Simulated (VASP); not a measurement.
A run of VASP 6.6.1:

File INCAR:

```
SYSTEM = Zr9N11
PREC = Accurate
ENCUT = 520
EDIFF = 1E-6
ISMEAR = 0
SIGMA = 0.05
LREAL = Auto
LASPH = .True.
NELM = 60
ALGO = Normal
ISIF = 2
LWAVE = .False.
LCHARG = .False.
GGA = PE
NELECT = 160.0
NBANDS = 98
```

KPOINTS

```
Automatic mesh
0
Gamma
  4 4 4
  0 0 0
```

POSCAR

```
Zr9N11
1.0
    0.0000000000     -5.9619910123      0.0000000000
    5.1632356738     -2.9809955061      0.0000000000
    0.0000000000     -1.9873303374      8.4679891808
Zr N
9 11
Direct
    0.4552929549      0.6881688585      0.6501215203
    0.1145068218      0.3631013803      0.6515478329
    0.7721436421      1.0121542634      0.6993166705
    0.8934477755      0.6470002942      0.3056046654
    0.5445471381      0.3193396746      0.3399403257
    0.2279424387     -0.0143865213      0.3392160687
    0.6633311635      0.6601240415     -0.0072243833
    0.3309723755      0.3353676085     -0.0037410298
    1.0015003163      0.0017091995      0.0113579503
    0.0309533620      0.6607443889      0.8583969399
    0.7002705321      0.3541271628      0.8636460019
    0.4012576828     -0.0072286067      0.8640424360
    0.4811962075      0.3337593147      0.5969040456
    0.1266879146      0.0132699734      0.6000386741
    0.5340264828      0.6549352409      0.3945423085
    0.1961476275      0.3269513744      0.3984783079
    0.8219082001     -0.2213294283      0.5294719802
    0.2628013386      0.6736707793      0.1444491690
    0.9611065437      0.3088654287      0.1461457937
    0.6351089628      1.0007670241      0.1522973131
```

Potentials or basis: VASP PAW PBE potentials, release 64 (Zr_sv, N).

Command:

```console
$ cat potpaw_PBE.64/Zr_sv/POTCAR potpaw_PBE.64/N/POTCAR > POTCAR
$ mpirun -np 1 vasp_std > vasp.out
```

Hardware: 1 thread of Oxide Virtual Turin-like Processor, on a shared host.

Task: Estimate the wall time of this run.

Result: Wall time 49 min on 1 thread of Oxide Virtual Turin-like Processor, with other jobs on the host, peak memory 0.72 GiB. Counts: scf iterations 15, k points 36.
